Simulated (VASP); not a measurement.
Here is a VASP 6.6.1 calculation.

INCAR

```
  ALGO = Fast
  EDIFF = 1E-7
  ENCUT = 520
  GGA = PE
  ISIF = 2
  ISMEAR = 0
  LASPH = T
  LCHARG = T
  LELF = T
  LREAL = F
  LVHAR = T
  LWAVE = F
  NBANDS = 33
  NELM = 100
  PREC = Accurate
  SIGMA = 0.1
```

Contents of KPOINTS:

```
k-points
0
Gamma
  12 12 4
```

File POSCAR:

```
BaRe2
1.0
    4.1678300059      0.0000000000      0.0000000000
   -2.0839150029      3.6094466637      0.0000000000
    0.0000000000      0.0000000000     10.8854850254
Ba Re
2 4
Direct
    0.0000000000      0.0000000000      0.2500000000
    0.0000000000      0.0000000000      0.7500000000
    0.3333333333      0.6666666667      0.4879635660
    0.6666666667      0.3333333333      0.9879635660
    0.6666666667      0.3333333333      0.5120364340
    0.3333333333      0.6666666667      0.0120364340
```

Potentials or basis: VASP PAW PBE potentials, release 64 (Ba_sv, Re).

Command:

```sh
$ cat potpaw_PBE.64/Ba_sv/POTCAR potpaw_PBE.64/Re/POTCAR > POTCAR
$ mpirun -np 1 vasp_std > vasp.out
```

Question: What does it give for the largest force?

Answer: 0.085 eV/Å.

Question: Predict the pressure.

Answer: -0.3 GPa.

Question: What does it give for the band gap on the k mesh?

Answer: Zero (bands 24 and 25 overlap by 0.79 eV).

Stress tensor (GPa, compression positive):
```
-0.69  0.00  0.00
 0.00 -0.69  0.00
 0.00  0.00  0.46
```

Caveat: spin-orbit coupling is left out, which moves the levels of the heavy elements.
